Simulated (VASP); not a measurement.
Runs of VASP 6.6.1 on Cu. The structure is that of space group I4/mmm (No. 139), or close to it. The cells are those of the table. 

| potentials or basis | cell | cutoff (eV) | gap on the mesh (eV) | pressure (GPa) |
| --- | --- | --- | --- | --- |
| VASP PAW PBE potentials, release 64 (Cu) | a = 2.589, b = 2.589, c = 3.143 Å, angles 52.6, 52.6, 74.7°, 1 atom | 520 | none | -14.8 |
| VASP PAW PBE potentials, release 64 (Cu) | a = 2.528, b = 2.528, c = 3.069 Å, angles 52.6, 52.6, 74.7°, 1 atom | 520 | none | -8.2 |
| VASP PAW PBE potentials, release 64 (Cu) | a = 2.548, b = 2.548, c = 2.675 Å, angles 58.3, 58.3, 63.3°, 1 atom | 520 | none | -9.5 |
| VASP PAW PBE potentials, release 64 (Cu) | a = 2.524, b = 2.524, c = 2.769 Å, angles 56.7, 56.7, 66.5°, 1 atom | 520 | none | (a) |
| VASP PAW PBE potentials, release 64 (Cu_sv_GW) | a = 2.700, b = 2.700, c = 2.558 Å, angles 61.7, 61.7, 56.5°, 1 atom | 820 | none | -17.2 |
| VASP PAW PBE potentials, release 64 (Cu) | a = 2.637, b = 2.637, c = 2.498 Å, angles 61.7, 61.7, 56.5°, 1 atom | 520 | none | -9.5 |

Alike in all rows: task single point; level PBEsol; no spin polarisation; k mesh 24 × 24 × 24; smearing gaussian 0.15 eV.

Problem. Estimate the missing entries.

Solution. (a) -9.4.

Caveats: the PAW data sets were made with another functional, which shifts forces and pressure a little; the cell stands under tension (at least some runs); the stress differs along the axes, from -21 to -15 GPa (at least some runs); the stress differs along the axes, from -14 to -7 GPa (at least some runs).

A gap of «none» marks levels without a gap at the run's occupations.

The runs don't all hold the same shells in valence.
